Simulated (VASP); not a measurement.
A run of VASP 6.6.1:

File INCAR:

```
SYSTEM = Rh
PREC = Accurate
ENCUT = 520
EDIFF = 1E-8
ISMEAR = -1
SIGMA = 0.03
LREAL = .FALSE.
LASPH = .TRUE.
NELM = 60
ALGO = Normal
ISIF = 2
LWAVE = .FALSE.
LCHARG = .FALSE.
GGA = CA
LEFG = .TRUE.
NBANDS = 14
```

KPOINTS

```
Automatic mesh
0
G
  16 16 16
  0 0 0
```

POSCAR

```
Rh
1.0
    0.0380310000      1.9205655000      1.9205655000
    1.9205655000      0.0380310000      1.9205655000
    1.9205655000      1.9205655000      0.0380310000
Rh
1
Direct
    0.0000000000      0.0000000000      0.0000000000
```

Potentials or basis: VASP PAW LDA potentials, release 64 (Rh_pv).

The run is started by

```console
$ cat potpaw_LDA.64/Rh_pv/POTCAR > POTCAR
$ mpirun -np 1 vasp_std > vasp.out
```

Hardware: 1 thread of Intel Xeon 8259CL, with other jobs on the host.

How long does it take, and how much memory?

Run time: 99 s on 1 thread of Intel Xeon 8259CL, on a shared host, peak memory 0.18 GiB. Counts: scf iterations 12, k points 417.
